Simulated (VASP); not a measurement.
# Cu (P-1) in VASP: single point with PBEsol

Aim: the single point of Cu with PBEsol.

All numbers are computed with VASP 6.6.1; they aren't measurements. Logs are shortened: lines on timing, memory, paths and dates and some standing lists are left out, and cuts for length are marked.

## (1) The cell of the first run

The typed cell holds 2 atoms: a = 2.521 Å, b = 2.521 Å, c = 4.117 Å, α = 90.00°, β = 90.00°, γ = 120.00°.

## (2) Single point, PBEsol (atoms moved at random)

INCAR

```
PREC = Accurate
ENCUT = 600
EDIFF = 1E-6
ISMEAR = 0
SIGMA = 0.15
LREAL = F
LASPH = T
NELM = 120
ALGO = Normal
ISIF = 2
LWAVE = F
LCHARG = F
GGA = PS
NBANDS = 18
GGA_COMPAT = F
```

KPOINTS

```
Automatic mesh
0
Gamma
  18 18 8
```

POSCAR

```
Cu
1.0
    2.5205910273      0.0000000000      0.0000000000
   -1.2602955137      2.1828958622      0.0000000000
    0.0000000000      0.0000000000      4.1165232714
Cu
2
Direct
    0.3236833166      0.6607689953      0.2369479298
    0.6763166834      0.3392310047      0.7630520702
```

Potentials or basis: VASP PAW PBE potentials, release 64 (Cu).

Run with:

```console
$ cat potpaw_PBE.64/Cu/POTCAR > POTCAR
$ mpirun -np 1 vasp_std > vasp.out
```

OUTCAR:

```text
PREC = Accurate
   ENCUT = 600
   EDIFF = 1E-6
   ISMEAR = 0
   LREAL = F
   LASPH = T
   NELM = 120
   ISIF = 2
   GGA = PS

 ion  position               nearest neighbor table
   1  0.324  0.661  0.237-   2 2.41   2 2.44   2 2.45   2 2.59   2 2.62   2 2.62
   2  0.676  0.339  0.763-   1 2.41   1 2.44   1 2.45   1 2.59   1 2.62   1 2.62

  LATTYP: Found a hexagonal cell.
 ALAT       =     2.5205910273
 C/A-ratio  =     1.6331579486

  Lattice vectors:

 A1 = (   2.5205910273,   0.0000000000,   0.0000000000)
 A2 = (  -1.2602955137,   2.1828958622,   0.0000000000)
 A3 = (   0.0000000000,   0.0000000000,   4.1165232714)

Analysis of symmetry for initial positions (statically):
=====================================================================
 Subroutine PRICEL returns:
 Original cell was already a primitive cell.

 Routine SETGRP: Setting up the symmetry group for a
 hexagonal supercell.

 Subroutine GETGRP returns: Found  2 space group operations
 (whereof  2 operations were pure point group operations)
 out of a pool of 24 trial point group operations.

The static configuration has the point symmetry S_2 .

Analysis of symmetry for dynamics (positions and initial velocities):
=====================================================================
 Subroutine PRICEL returns:
 Original cell was already a primitive cell.

 Routine SETGRP: Setting up the symmetry group for a
 hexagonal supercell.

 Subroutine GETGRP returns: Found  2 space group operations
 (whereof  2 operations were pure point group operations)
 out of a pool of 24 trial point group operations.

The dynamic configuration has the point symmetry S_2 .

 Subroutine INISYM returns: Found  2 space group operations
 (whereof  2 operations are pure point group operations),
 and found     1 'primitive' translations

----------------------------------------------------------------------------------------

                                     Primitive cell

  volume of cell :      22.6499

  direct lattice vectors                    reciprocal lattice vectors
     2.520591027  0.000000000  0.000000000     0.396732349  0.229053529  0.000000000
    -1.260295514  2.182895862  0.000000000     0.000000000  0.458107057  0.000000000
     0.000000000  0.000000000  4.116523271     0.000000000  0.000000000  0.242923441

  length of vectors
     2.520591027  2.520591027  4.116523271     0.458107057  0.458107057  0.242923441

  position of ions in fractional coordinates (direct lattice)
     0.323683317  0.660768995  0.236947930
     0.676316683  0.339231005  0.763052070

  ion indices of the primitive-cell ions
   primitive index   ion index
                 1           1
                 2           2

----------------------------------------------------------------------------------------

 KPOINTS: Automatic mesh

Automatic generation of k-mesh.
 Grid dimensions read from file:
 generate k-points for:   18   18    8

 Generating k-lattice:

  Cartesian coordinates                     Fractional coordinates (reciprocal lattice)
     0.022040686  0.012725196  0.000000000     0.055555556  0.000000000  0.000000000
     0.000000000  0.025450392  0.000000000     0.000000000  0.055555556  0.000000000
     0.000000000  0.000000000  0.030365430     0.000000000  0.000000000  0.125000000

  Length of vectors
     0.025450392  0.025450392  0.030365430

  Shift w.r.t. Gamma in fractional coordinates (k-lattice)
     0.000000000  0.000000000  0.000000000

 Subroutine IBZKPT returns following result:
 ===========================================

 Found   1300 irreducible k-points:

 Following reciprocal coordinates:
            Coordinates               Weight
  0.000000  0.000000  0.000000      1.000000
  0.055556  0.000000  0.000000      2.000000
  0.000000  0.055556  0.000000      2.000000
 -0.055556  0.055556  0.000000      2.000000
  0.111111  0.000000  0.000000      2.000000
  0.000000  0.111111  0.000000      2.000000
[... 16 lines left out ...]
  0.444444  0.000000  0.000000      2.000000
  0.000000  0.444444  0.000000      2.000000
 [... further k-points ...]
   k-points           NKPTS =   1300   k-points in BZ     NKDIM =   1300   number of bands    NBANDS=     18
   number of dos      NEDOS =    301   number of ions     NIONS =      2
   total plane-waves  NPLWV =  14400
   dimension x,y,z NGX =    20 NGY =   20 NGZ =   36
   dimension x,y,z NGXF=    40 NGYF=   40 NGZF=   72
   ions per type =               2
   NGX,Y,Z   is equivalent  to a cutoff of  13.19, 13.19, 14.54 a.u.
   NGXF,Y,Z  is equivalent  to a cutoff of  26.38, 26.38, 29.08 a.u.
 SYSTEM =  unknown system
   PREC   = accura    normal or accurate (medium, high low for compatibility)
   ISTART =      0    job   : 0-new  1-cont  2-samecut
   ICHARG =      2    charge: 1-file 2-atom 10-const
   ISPIN  =      1    spin polarized calculation?
   LNONCOLLINEAR =      F non collinear calculations
   LSORBIT =      F    spin-orbit coupling
   LASPH  =      T    aspherical Exc in radial PAW
   ENCUT  =  600.0 eV  44.10 Ry    6.64 a.u.   5.03  5.03  8.22*2*pi/ulx,y,z
   NELM   =    120;   NELMIN=  2; NELMDL= -5     # of ELM steps
   EDIFF  = 0.1E-05   stopping-criterion for ELM
   LREAL  =      F    real-space projection
   EDIFFG = 0.1E-04   stopping-criterion for IOM
   NSW    =      0    number of steps for IOM
   IBRION =     -1    ionic relax: 0-MD 1-quasi-New 2-CG
   NFREE  =      0    steps in history (QN), initial steepest desc. (CG)
   ISIF   =      2    stress and relaxation
   ISYM   =      2    0-nonsym 1-usesym 2-fastsym
   POTIM  = 0.5000    time-step for ionic-motion
   TEBEG  =    0.0;   TEEND  =   0.0 temperature during run
   PSTRESS=    0.0 pullay stress
   NELECT =      22.0000    total number of electrons
   NUPDOWN=      -1.0000    fix difference up-down
   EMIN   =  10.00;   EMAX   =-10.00  energy-range for DOS
   EFERMI =   0.00;   METHOD = LEGACY
   ISMEAR =     0;   SIGMA  =   0.15  broadening in eV -4-tet -1-fermi 0-gaus
   EFERMI_NEDOS =   21; number of points for ismear=-14 and -15
   IALGO  =     38    algorithm
   IMIX   =      4    mixing-type and parameters
     AMIX     =   0.40;   BMIX     =  1.00
     AMIX_MAG =   1.60;   BMIX_MAG =  1.00
  volume/ion in A,a.u.               =      11.32        76.42
  Fermi-wavevector in a.u.,A,eV,Ry     =   1.621289  3.063792 35.763969  2.628578
  Thomas-Fermi vector in A             =   2.715089
   LORBIT       =      0    0 simple, 1 ext, 2 COOP (PROOUT), +10 PAW based schemes
   GGA     = PS    functional components
   LHFCALC =     F    Hartree Fock is set to
   AEXX    =    0.0000 exact exchange contribution
   IVDW    =     0    specifies the selected vdW correction
   LEPSILON=     F    determine dielectric tensor
   LRPA    =     F    only Hartree local field effects (RPA)
 non-spin polarized calculation
 Gauss-broadening in eV      SIGMA  =   0.15
  energy-cutoff  :      600.00
  volume of cell :       22.65
 maximum number of plane-waves:       772
   NGX = 11   NGY = 11   NGZ = 17

 number of electron      21.9999996 magnetization

 Free energy of the ion-electron system (eV)
  ---------------------------------------------------
  ext. energy  EPLUGINS =         0.00000000
  ---------------------------------------------------
  free energy    TOTEN  =        -8.55187173 eV

  energy without entropy =       -8.54409874  energy(sigma->0) =       -8.54798523

 E-fermi :   7.8910     XC(G=0): -13.1478

 val. band max:        7.8900611812   @ k =  -0.2222  -0.0000   0.2500
 cond. band min:       7.9076062926   @ k =   0.5000  -0.4444   0.3750
 fundamental gap:      0.0175451114
 Fermi energy:         7.8909819313

 k-point     1 :       0.0000    0.0000    0.0000
  band No.  band energies     occupation
      1      -1.7929      2.00000
      2       2.5688      2.00000
      3       4.7594      2.00000
      4       4.8029      2.00000
      5       4.8225      2.00000
      6       4.9964      2.00000
[... 10 lines left out ...]
     17      31.8220      0.00000
     18      31.8834      0.00000

 k-point     2 :       0.0556    0.0000    0.0000
  band No.  band energies     occupation
      1      -1.6897      2.00000
      2       2.6301      2.00000
      3       4.6737      2.00000
      4       4.8604      2.00000
      5       4.8695      2.00000
      6       5.0032      2.00000
[... 10 lines left out ...]
     17      32.3807      0.00000
     18      32.7022      0.00000

 k-point     3 :       0.0000    0.0556    0.0000
  band No.  band energies     occupation
      1      -1.6899      2.00000
      2       2.6292      2.00000
      3       4.6809      2.00000
      4       4.8443      2.00000
      5       4.8881      2.00000
      6       4.9780      2.00000
[... 10 lines left out ...]
     17      32.4904      0.00000
     18      32.8089      0.00000

 k-point     4 :      -0.0556    0.0556    0.0000
  band No.  band energies     occupation
      1      -1.6899      2.00000
      2       2.6294      2.00000
      3       4.6799      2.00000
      4       4.8463      2.00000
      5       4.8862      2.00000
      6       4.9788      2.00000
[... 10 lines left out ...]
     17      32.4769      0.00000
     18      32.7770      0.00000

 k-point     5 :       0.1111    0.0000    0.0000
  band No.  band energies     occupation
      1      -1.3834      2.00000
      2       2.8025      2.00000
      3       4.5421      2.00000
      4       4.8760      2.00000
      5       4.9709      2.00000
      6       5.0131      2.00000
[... 10 lines left out ...]
     17      32.3382      0.00000
     18      33.1963      0.00000

 k-point     6 :       0.0000    0.1111    0.0000
  band No.  band energies     occupation
      1      -1.3840      2.00000
      2       2.7987      2.00000
      3       4.5523      2.00000
      4       4.9061      2.00000
      5       4.9551      2.00000
      6       4.9937      2.00000
[... 10 lines left out ...]
     17      32.3845      0.00000
     18      33.2580      0.00000

 k-point     7 :      -0.1111    0.1111    0.0000
  band No.  band energies     occupation
      1      -1.3839      2.00000
      2       2.7993      2.00000
      3       4.5510      2.00000
      4       4.9022      2.00000
      5       4.9571      2.00000
      6       4.9939      2.00000
[... 10 lines left out ...]
     17      32.3782      0.00000
     18      33.2808      0.00000

 k-point     8 :       0.1667    0.0000    0.0000
  band No.  band energies     occupation
      1      -0.8840      2.00000
      2       3.0482      2.00000
      3       4.3835      2.00000
      4       4.6422      2.00000
      5       4.8526      2.00000
      6       5.1047      2.00000
[... 10 lines left out ...]
     17      30.0578      0.00000
     18      31.9225      0.00000
[... 229 lines left out ...]
     17      23.8551      0.00000
     18      27.9469      0.00000

 k-point    20 :       0.3889    0.0000    0.0000
  band No.  band energies     occupation
      1       2.2077      2.00000
      2       3.2717      2.00000
      3       3.5146      2.00000
      4       4.4201      2.00000
      5       4.7973      2.00000
      6       4.8563      2.00000
[... 10 lines left out ...]
     17      21.8899      0.00000
     18      27.6308      0.00000

 k-point    21 :       0.0000    0.3889    0.0000
  band No.  band energies     occupation
      1       2.1757      2.00000
      2       3.2477      2.00000
      3       3.4603      2.00000
      4       4.4824      2.00000
      5       4.7637      2.00000
      6       4.9715      2.00000
[... 10 lines left out ...]
     17      21.9138      0.00000
     18      27.6479      0.00000

 k-point    22 :      -0.3889    0.3889    0.0000
  band No.  band energies     occupation
      1       2.1804      2.00000
      2       3.2516      2.00000
      3       3.4678      2.00000
      4       4.4737      2.00000
      5       4.7678      2.00000
      6       4.9569      2.00000
[... 10 lines left out ...]
     17      21.9051      0.00000
     18      27.6342      0.00000

 k-point    23 :       0.4444    0.0000    0.0000
  band No.  band energies     occupation
      1       2.7059      2.00000
      2       3.1628      2.00000
      3       3.4177      2.00000
      4       4.5931      2.00000
      5       4.7517      2.00000
      6       4.8042      2.00000
[... 10 lines left out ...]
     17      21.4412      0.00000
     18      27.4776      0.00000

 k-point    24 :       0.0000    0.4444    0.0000
  band No.  band energies     occupation
      1       2.6517      2.00000
      2       3.1443      2.00000
      3       3.3619      2.00000
      4       4.6905      2.00000
      5       4.7204      2.00000
      6       4.9285      2.00000
[... 10 lines left out ...]
     17      21.4490      0.00000
     18      27.4878      0.00000

 [... further k-points ...]
[... 5 lines left out ...]
  --------------------------------------------------------------------------------------
  -------------------------------------------------------------------------------------
  Total        0.3104156      0.1976909      0.3978399      0.0715650      0.0329603      0.0447876
  in kB       21.9577622     13.9839950     28.1418724      5.0622688      2.3315017      3.1681231
  external PRESSURE =      21.3612099 kB  Pullay stress =       0.0000000 kB

 VOLUME and BASIS-vectors are now :
 -----------------------------------------------------------------------------
  energy-cutoff  :      600.00
  volume of cell :       22.65
      direct lattice vectors                 reciprocal lattice vectors
     2.520591027  0.000000000  0.000000000     0.396732349  0.229053529  0.000000000
    -1.260295514  2.182895862  0.000000000     0.000000000  0.458107057  0.000000000
     0.000000000  0.000000000  4.116523271     0.000000000  0.000000000  0.242923441

 POSITION                                       TOTAL-FORCE (eV/Angst)
 -----------------------------------------------------------------------------------
     -0.01689      1.44239      0.97540         0.057940      0.042179      0.876634
      1.27719      0.74051      3.14112        -0.057940     -0.042179     -0.876634
 -----------------------------------------------------------------------------------
    total drift:                               -0.000000      0.000000     -0.000000

  FREE ENERGIE OF THE ION-ELECTRON SYSTEM (eV)
  ---------------------------------------------------
  free  energy   TOTEN  =        -8.5518717313 eV

  energy  without entropy=       -8.5440987383  energy(sigma->0) =       -8.54798523
```

Run time: 13 min. Hardware: 1 thread of AMD EPYC 7R13, shared host; peak memory 0.56 GiB.

Results:

| Property | Result |
| --- | --- |
| Free energy | -8.5519 eV |
| Pressure | 2.1 GPa |
| Largest force | 0.880 eV/Å |
| Band gap on the k mesh | zero (band 11 reaches 12.06 eV, above the bottom of band 12 at 6.01 eV) |

Forces in eV/Å, atoms in the order of the input:
```
Cu   0.058  0.042  0.877
Cu  -0.058 -0.042 -0.877
```

Levels at points of the mesh, in eV from the Fermi level:
| k point | band 7 | band 8 | band 9 | band 10 | band 11 | band 12 | band 13 | band 14 | band 15 | band 16 |
| --- | --- | --- | --- | --- | --- | --- | --- | --- | --- | --- |
| (0.00, 0.00, 0.00) | -2.87 | -2.55 | -2.46 | -1.76 | -1.68 | -1.08 | 3.95 | 21.68 | 22.33 | 22.47 |
| (0.50, 0.00, 0.00) | -2.80 | -1.65 | -1.60 | -1.51 | 0.12 | 1.56 | 7.93 | 8.80 | 10.56 | 11.48 |
| (0.00, 0.50, 0.00) | -2.79 | -1.63 | -1.59 | -1.52 | -0.04 | 1.73 | 7.67 | 8.51 | 10.82 | 11.71 |
| (0.50, 0.50, 0.00) | -2.79 | -1.64 | -1.59 | -1.52 | -0.02 | 1.71 | 7.70 | 8.55 | 10.78 | 11.68 |
| (0.00, 0.00, 0.50) | -3.12 | -3.10 | -2.07 | -2.03 | -1.89 | -1.88 | 12.13 | 13.50 | 22.28 | 22.58 |
| (0.50, 0.00, 0.50) | -1.92 | -1.82 | -1.60 | -1.55 | 0.24 | 0.49 | 5.06 | 5.27 | 16.22 | 16.85 |
| (0.00, 0.50, 0.50) | -2.02 | -1.92 | -1.59 | -1.55 | 0.38 | 0.67 | 4.92 | 5.16 | 16.21 | 16.85 |
| (0.50, 0.50, 0.50) | -2.00 | -1.91 | -1.59 | -1.55 | 0.36 | 0.64 | 4.94 | 5.18 | 16.21 | 16.84 |

Caveat: the cell differs from its parent crystal (atoms moved at random); the PAW data sets were made with another functional, which shifts forces and pressure a little.
